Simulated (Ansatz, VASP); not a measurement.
# Ru: VASP beside Ansatz

```
Ru
1.0
     2.70133    0.00000    0.00000
    -1.35067    2.33942    0.00000
     0.00000    0.00000    4.36527
Ru
2
Direct
  0.33333 0.66667 0.25000
  0.66667 0.33333 0.75000
```

Alike in both runs: task single point; functional PBE; k mesh 9 × 9 × 4; occupations gaussian, width 0.1 eV; no spin polarisation.

```csv
,VASP,Ansatz
version,VASP 6.6.1,Ansatz 0.2.0
potentials or method,"VASP PAW PBE potentials, release 64 (Ru_pv), cutoff 500 eV","scalar-relativistic, plane waves, PAW"
valence electrons in the cell,28,32
```

|  | VASP | Ansatz | Ansatz less VASP |
| --- | --- | --- | --- |
| gap on the k mesh at the Fermi level (eV) | none | none | - |
| pressure (GPa) | -0.6 | -0.6 | +0.08 |
| traceless stress, the component that is largest in VASP (GPa) | -7.49 | -7.52 | -0.025 |

A gap of «none» marks a metal or a gap that the smearing closes. The functional is the same, so the differences come from potentials, cutoffs and numerics. VASP's potentials hold 28 valence electrons a cell and Ansatz's 32, so a difference there can come from the potentials and not from the codes.
